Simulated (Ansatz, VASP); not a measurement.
# One calculation of Li2TaO3, two programs

```xyz
6
Lattice="0.0000 2.1643 6.1822 2.1643 0.0000 6.1822 2.1643 2.1643 0.0000" Properties=species:S:1:pos:R:3 pbc="T T T"
Li    2.1643    2.1643    3.8933
Li    2.1643    2.1643    8.4712
Ta    0.0000    0.0000    0.0000
O     2.1643    2.1643    6.1822
O     2.1643    2.1643   10.4337
O     2.1643    2.1643    1.9307
```

Change from the starting cell: species swapped into the MgFe2O3 type (Fmmm, No. 69).

Alike in both runs: functional PBE; k mesh 12 × 12 × 12; occupations gaussian, width 0.1 eV; no spin polarisation.

Ansatz relaxed the structure, and its values are those at the end. VASP's run is a single point on that final structure, the one shown.

|  | VASP | Ansatz |
| --- | --- | --- |
| version | VASP 6.6.1 | Ansatz 0.2.0 |
| potentials or method | VASP PAW PBE potentials, release 64 (Li_sv, Ta_pv, O), cutoff 520 eV | scalar-relativistic, plane waves, PAW |
| valence electrons in the cell | 35 | 37 |

|  | VASP | Ansatz | Ansatz less VASP |
| --- | --- | --- | --- |
| gap on the k mesh at the Fermi level (eV) | none | none | - |
| rms of the force components (eV/Å) | 0.037 | 0.000 | -0.0372 |

A gap of «none» marks a metal or a gap that the smearing closes. VASP's potentials hold 35 valence electrons a cell and Ansatz's 37, so a difference there can come from the potentials and not from the codes.

Neither program's run includes spin-orbit coupling. Noted on VASP's run: the cutoff is short for stress, so the pressure is rough.
